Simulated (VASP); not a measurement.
Here is a VASP 6.6.1 calculation.

File INCAR:

```
SYSTEM = BiTe2
PREC     = Accurate       ! precision mode
ENCUT    = 520            ! plane-wave cutoff, eV
EDIFF    = 1E-6           ! SCF threshold, eV
ISMEAR   = 0              ! smearing method
SIGMA    = 0.05           ! smearing width, eV
LREAL    = .False.        ! projectors in reciprocal space
LASPH    = .True.         ! aspherical terms in the spheres
NELM     = 60             ! most SCF steps
ALGO     = Normal         ! electronic algorithm
ISIF     = 2              ! what is computed and relaxed
LWAVE    = .False.        ! write WAVECAR
LCHARG   = .False.        ! write CHGCAR
LDIPOL   = .True.       
IDIPOL   = 3            
DIPOL    = 0.5 0.5 0.500
GGA      = PS             ! functional
NBANDS   = 36             ! bands
```

Contents of KPOINTS:

```
Automatic mesh
0
Gamma
  9 9 1
  0 0 0
```

POSCAR

```
BiTe2
1.0
    4.3808388080      0.0000000000      0.0000000000
   -2.1904194040      3.7939176976      0.0000000000
    0.0000000000      0.0000000000     13.1077656495
Te Bi
4 2
Direct
    0.6666666667      0.3333333333      0.1144359794
    0.3333333333      0.6666666667      0.3997386614
    0.6666666667      0.3333333333      0.6002613386
    0.3333333333      0.6666666667      0.8855640206
    0.0000000000      0.0000000000      0.2682568590
    0.0000000000      0.0000000000      0.7317431410
```

Potentials or basis: VASP PAW PBE potentials, release 64 (Te, Bi_d).

Launch:

```bash
$ cat potpaw_PBE.64/Te/POTCAR potpaw_PBE.64/Bi_d/POTCAR > POTCAR
$ mpirun -np 1 vasp_std > vasp.out
```

Problem. What does it give for the largest force?

Solution. 1.052 eV/Å.

Problem. Predict the band gap on the k mesh.

Solution. Zero (bands 27 and 28 overlap by 0.38 eV).

Forces in eV/Å, atoms in the order of the input:
```
Te   0.000  0.000  0.171
Te   0.000  0.000  0.755
Te   0.000  0.000 -0.755
Te   0.000  0.000 -0.171
Bi   0.000  0.000 -1.052
Bi   0.000  0.000  1.052
```

Caveat: the k points lie up to 0.48 Å⁻¹ apart; the PAW data sets were made with another functional, which shifts forces and pressure a little; spin-orbit coupling is left out, which moves the levels of the heavy elements.
